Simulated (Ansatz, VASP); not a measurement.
# Two plane-wave programs on Ti5WC6

```
Ti W C
1.0
     3.06706    0.00000    0.00000
    -1.53353    2.65616    0.00000
     0.00000    0.00000   15.04803
Ti W C
5 1 6
Direct
  0.66667 0.33333 0.66973
  0.33333 0.66667 0.33027
  0.66667 0.33333 0.16449
  0.00000 0.00000 0.00000
  0.33333 0.66667 0.83551
  0.00000 0.00000 0.50000
  0.33333 0.66667 0.58366
  0.66667 0.33333 0.41634
  0.00000 0.00000 0.24994
  0.33333 0.66667 0.08327
  0.66667 0.33333 0.91673
  0.00000 0.00000 0.75006
```

Alike in both runs: task single point; functional PBE; k mesh 6 × 6 × 1; occupations gaussian, width 0.1 eV; collinear spin.

```csv
,VASP,Ansatz
version,VASP 6.6.1,Ansatz 0.2.0
potentials or method,"VASP PAW PBE potentials, release 64 (Ti_sv, W_sv, C), cutoff 520 eV","scalar-relativistic, plane waves, PAW"
valence electrons in the cell,98,98
```

```csv
,VASP,Ansatz,Ansatz less VASP
gap on the k mesh at the Fermi level (eV),none,none,-
pressure (GPa),0.2,-0.2,-0.34
rms of the force components (eV/Å),0.006,0.007,+0.0006
net moment per atom (μB),0.00,0.00,0.000
```

Atom by atom the forces differ by 0.005 eV/Å (rms over components). A gap of «none» marks a metal or a gap that the smearing closes. Ansatz's warnings: seeded moment not kept.

The k mesh is coarse, so the values compare programs but aren't converged. Neither program's run includes spin-orbit coupling.
